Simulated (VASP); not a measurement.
Input of a VASP 6.6.1 run:

The input INCAR:

```
SYSTEM = B
PREC     = Accurate       ! precision mode
ENCUT    = 520            ! plane-wave cutoff, eV
EDIFF    = 1E-7           ! SCF threshold, eV
ISMEAR   = 0              ! smearing method
SIGMA    = 0.1            ! smearing width, eV
LREAL    = .False.        ! projectors in reciprocal space
LASPH    = .True.         ! aspherical terms in the spheres
NELM     = 60             ! most SCF steps
ALGO     = Normal         ! electronic algorithm
ISIF     = 2              ! what is computed and relaxed
LWAVE    = .False.        ! write WAVECAR
LCHARG   = .False.        ! write CHGCAR
GGA      = PE             ! functional
NBANDS   = 18             ! bands
```

Contents of KPOINTS:

```
Automatic mesh
0
Gamma
  12 12 10
  0 0 0
```

The input POSCAR:

```
B
1.0
    3.2402968997      0.0000000000      0.0000000000
    0.0000000000      3.2402968997      0.0000000000
    0.0000000000      0.0000000000      3.9391657357
B
6
Direct
    0.0000000000      0.0000000000      0.2500000000
    0.0000000000      0.0000000000      0.7500000000
    0.6054675039      0.2556807406      0.5000000000
    0.3945324961      0.7443192594      0.5000000000
    0.7443192594      0.6054675039      0.0000000000
    0.2556807406      0.3945324961      0.0000000000
```

Potentials or basis: VASP PAW PBE potentials, release 64 (B).

The run is started by

```console
$ cat potpaw_PBE.64/B/POTCAR > POTCAR
$ mpirun -np 1 vasp_std > vasp.out
```

Problem. Predict the largest force.

Solution. 0.012 eV/Å.

Problem. Predict the band gap on the k mesh.

Solution. Zero (band 9 reaches 11.02 eV, above the bottom of band 10 at 5.76 eV).

Problem. Estimate the pressure.

Solution. 0.0 GPa.

Forces in eV/Å, atoms in the order of the input:
```
B    0.000  0.000  0.000
B    0.000  0.000  0.000
B   -0.011  0.005  0.000
B    0.011 -0.005  0.000
B   -0.005 -0.011  0.000
B    0.005  0.011  0.000
```
